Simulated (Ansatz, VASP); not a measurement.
## Al: VASP beside Ansatz

```
CELL_PARAMETERS angstrom
0.00000 2.02081 2.02081
2.02081 0.00000 2.02081
2.02081 2.02081 0.00000
ATOMIC_POSITIONS crystal
Al 0.00000 0.00000 0.00000
```

Alike in both runs: functional PBE; k mesh 18 × 18 × 18; occupations gaussian, width 0.1 eV; no spin polarisation.

Ansatz relaxed the structure, and its values are those at the end. VASP's run is a single point on that final structure, the one shown.

```csv
,VASP,Ansatz
version,VASP 6.6.1,Ansatz 0.2.0
potentials or method,"VASP PAW PBE potentials, release 64 (Al), cutoff 520 eV","scalar-relativistic, plane waves, PAW"
valence electrons in the cell,3,3
```

VASP gave:

| Item | Value |
| --- | --- |
| gap on the k mesh at the Fermi level (eV) | none |
| pressure (GPa) | -0.1 |

Q: Which values does Ansatz return?

A: gap on the k mesh at the Fermi level (eV): none; pressure (GPa): 0.0.

A gap of «none» marks a metal or a gap that the smearing closes.
